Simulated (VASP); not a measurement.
Input of a VASP 6.6.1 run:

File INCAR:

```
SYSTEM = In5O
PREC = Accurate
ENCUT = 520
EDIFF = 1E-7
ISMEAR = 0
SIGMA = 0.1
LREAL = .False.
LASPH = .True.
NELM = 100
ALGO = Normal
ISIF = 2
LWAVE = .False.
LCHARG = .True.
GGA = PE
LELF = .True.
LVHAR = .True.
NBANDS = 44
```

Contents of KPOINTS:

```
regular mesh
0
Gamma
  6 6 6
  0 0 0
```

The input POSCAR:

```
In5O
1.0
    3.3985414637      1.9621488289      3.6330387662
   -3.3985414637      1.9621488289      3.6330387662
    0.0000000000     -3.9242976579      3.6330387662
In O
5 1
Direct
    0.5000000000      0.0000000000      0.5000000000
    0.5000000000      0.5000000000      0.0000000000
    0.0000000000      0.5000000000      0.5000000000
    0.8718105723      0.8718105723      0.8718105723
    0.1281894277      0.1281894277      0.1281894277
    0.5000000000      0.5000000000      0.5000000000
```

Potentials or basis: VASP PAW PBE potentials, release 64 (In_d, O).

The run is started by

```sh
$ cat potpaw_PBE.64/In_d/POTCAR potpaw_PBE.64/O/POTCAR > POTCAR
$ mpirun -np 1 vasp_std > vasp.out
```

Problem. Estimate the band gap on the k mesh.

Solution. Zero (an odd number of electrons rules out a gap without spin polarisation).

Problem. What does it give for the pressure?

Solution. 0.0 GPa.

Caveat: spin-orbit coupling is left out, which moves the levels of the heavy elements; an odd number of electrons without spin polarisation forces a metal; a magnetic or distorted state may lie lower.
